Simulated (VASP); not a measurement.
La9Ga8O24 (a cell with a defect): single point with PBEsol

The system is La9Ga8O24 (a cell with a defect).

```
La Ga O
1.0
     7.72931    0.00000    0.00000
     0.00000    7.72931    0.00000
     0.00000    0.00000    7.72931
La Ga O
9 8 24
Direct
  0.97641 0.98242 0.00179
  0.99654 0.00845 0.49930
  0.97427 0.48259 0.00281
  0.01095 0.54583 0.50153
  0.48755 0.00279 0.00334
  0.50618 0.94591 0.49798
  0.48108 0.49529 0.99857
  0.56179 0.57400 0.49145
  0.39520 0.29444 0.52968
  0.20850 0.24496 0.23401
  0.20416 0.23697 0.78677
  0.24744 0.75245 0.24343
  0.24866 0.75204 0.75311
  0.73216 0.25109 0.25306
  0.73462 0.24944 0.75311
  0.75761 0.75455 0.23469
  0.75528 0.75180 0.76192
  0.23390 0.17750 0.00784
  0.24013 0.79649 0.99799
  0.26742 0.71939 0.49793
  0.72638 0.30912 0.00483
  0.72294 0.19147 0.50249
  0.76316 0.70308 0.99891
  0.76926 0.78709 0.49769
  0.96955 0.21401 0.19770
  0.97095 0.20798 0.78320
  0.00282 0.77835 0.25952
  0.00280 0.78231 0.73731
  0.48140 0.26256 0.23094
  0.49349 0.25154 0.80122
  0.49995 0.73796 0.22706
  0.49843 0.72943 0.76603
  0.26347 0.00712 0.30603
  0.26840 0.00916 0.69145
  0.21802 0.49649 0.20201
  0.21458 0.49140 0.78628
  0.72047 0.99572 0.20754
  0.72002 0.99211 0.79654
  0.78421 0.50441 0.28430
  0.78113 0.50099 0.71453
  0.11419 0.28112 0.47278
```

- Program: VASP 6.6.1
- Task: single point
- Functional: PBEsol
- Potentials or basis: VASP PAW PBE potentials, release 64 (La, Ga_d, O)
- Cutoff: 520 eV
- k mesh: 1 × 1 × 1, shifted
- Occupations: fermi-dirac, width 0.05 eV
- Spin: collinear spin

The pressure is 18.6 GPa. The largest force is 0.055 eV/Å. The net moment is -0.97 μB per cell. The site moments are La -0.00, -0.01, -0.03, -0.02, -0.26, -0.28 (each value once); Ga -0.01, -0.02, -0.00 (each value once); O +0.00, -0.00, -0.01, -0.02 (each value once) μB. The valence electrons inside the program's atomic spheres are La 8.68, 8.60, 8.66, 8.74, 8.62, 8.88, 8.56, 9.24, 9.49; Ga 11.90, 12.06, 11.76, 11.75, 11.74, 11.79, 11.87 (each value once); O 5.13, 5.05, 5.04, 5.07, 5.01, 5.09, 5.08, 5.06, 5.02, 5.00, 5.03, 5.10 (each value once).

Forces in eV/Å, atoms in the order of the input:
```
La  -0.008  0.003 -0.002
La  -0.008 -0.001 -0.003
La  -0.023  0.001  0.000
La   0.003 -0.001 -0.009
La  -0.002  0.015 -0.007
La   0.007  0.008  0.011
La   0.007 -0.011  0.006
La   0.013  0.019  0.008
La   0.049 -0.007  0.002
Ga   0.012 -0.014 -0.024
Ga  -0.033 -0.043  0.006
Ga  -0.017  0.002 -0.012
Ga  -0.009 -0.001  0.010
Ga   0.013 -0.026  0.011
Ga   0.017 -0.009 -0.008
Ga   0.006  0.000  0.002
Ga   0.000  0.002  0.014
O    0.017  0.003  0.010
O    0.001  0.016  0.006
O    0.008 -0.013  0.006
O   -0.002  0.032  0.008
O    0.001 -0.016 -0.011
O    0.013 -0.019  0.004
O   -0.004  0.013 -0.013
O   -0.013 -0.003 -0.015
O    0.000 -0.008  0.010
O   -0.014  0.008  0.016
O    0.008  0.009 -0.011
O   -0.003 -0.001 -0.023
O   -0.023 -0.008  0.028
O    0.001 -0.012 -0.004
O   -0.006 -0.003  0.004
O    0.015  0.000  0.017
O    0.020  0.014 -0.023
O   -0.003  0.010 -0.040
O    0.007  0.014  0.006
O   -0.018  0.002 -0.009
O   -0.009  0.000  0.021
O    0.001  0.009  0.015
O    0.018 -0.002 -0.025
O   -0.040  0.017  0.020
```

Stress tensor (GPa, compression positive):
```
20.18  1.44  0.28
 1.44 18.41 -1.12
 0.28 -1.12 17.33
```

Levels at points of the mesh, in eV from the Fermi level:
Spin up:
| k point | band 170 | band 171 | band 172 | band 173 | band 174 | band 175 | band 176 | band 177 |
| --- | --- | --- | --- | --- | --- | --- | --- | --- |
| (0.25, 0.25, 0.25) | -3.91 | -3.79 | -3.56 | -0.58 | 0.21 | 0.56 | 0.91 | 1.04 |
Spin down:
```
           k point  band 170  band 171  band 172  band 173  band 174  band 175  band 176  band 177  band 178  band 179
(0.25, 0.25, 0.25)     -3.91     -3.80     -3.58     -0.71     -0.21      0.44      0.86      0.99      1.07      1.21
```

It took 18 min on 1 thread of AMD EPYC 7R43 64-Core Processor (Zen 3) (shared host), peak memory 0.7 GiB.

Caveat: the PAW data sets were made with another functional, which shifts forces and pressure a little; spin-orbit coupling is left out, which moves the levels of the heavy elements.
